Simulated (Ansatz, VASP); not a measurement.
**MgO in VASP and in Ansatz**

```xyz
2
Lattice="2.6584 0.0000 0.0000 0.0000 2.6584 0.0000 0.0000 0.0000 2.6584" Properties=species:S:1:pos:R:3 pbc="T T T"
Mg    0.0000    0.0000    0.0000
O     1.3292    1.3292    1.3292
```

Alike in both runs: task single point; functional r2SCAN; k mesh 8 × 8 × 8; occupations gaussian, width 0.05 eV; no spin polarisation.

|  | VASP | Ansatz |
| --- | --- | --- |
| version | VASP 6.6.1 | Ansatz 0.2.0 |
| potentials or method | VASP PAW PBE potentials, release 64 (Mg_sv, O), cutoff 660 eV | scalar-relativistic, plane waves, PAW |
| valence electrons in the cell | 16 | 16 |

```tsv
	VASP	Ansatz	Ansatz less VASP
gap on the k mesh at the Fermi level (eV)	3.16	3.12	-0.048
least direct gap on the mesh (eV)	4.17	4.13	-0.048
pressure (GPa)	-6.4	-5.8	+0.59
```

VASP's potentials were made for PBE, not for r2SCAN.
